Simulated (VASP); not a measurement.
Here is a VASP 6.6.1 calculation.

File INCAR:

```
SYSTEM = Cu
  PREC = Accurate
  ENCUT = 520
  EDIFF = 1E-7
  ISMEAR = -1
  SIGMA = 0.05
  LREAL = .False.
  LASPH = .True.
  NELM = 60
  ALGO = Fast
  ISIF = 2
  LWAVE = .False.
  LCHARG = .True.
  GGA = PE
  LELF = .True.
  LVHAR = .True.
  NBANDS = 30
```

KPOINTS

```
regular mesh
0
Gamma
  12 12 4
  0 0 0
```

Contents of POSCAR:

```
Cu
1.0
    2.5307640267      0.0000000000      0.0000000000
   -1.2653820134      2.1917059381      0.0000000000
    0.0000000000      0.0000000000      8.2618150800
Cu
4
Direct
    0.6666666667      0.3333333333      0.7500000000
    0.0000000000      0.0000000000      0.5000000000
    0.3333333333      0.6666666667      0.2500000000
    0.0000000000      0.0000000000      0.0000000000
```

Potentials or basis: VASP PAW PBE potentials, release 64 (Cu).

Run with:

```bash
$ cat potpaw_PBE.64/Cu/POTCAR > POTCAR
$ mpirun -np 1 vasp_std > vasp.out
```

(1) Predict the pressure.

(2) What does it give for the band gap on the k mesh?

Answers

(1) 7.4 GPa.

(2) zero (band 22 reaches 11.38 eV, above the bottom of band 23 at 6.14 eV).
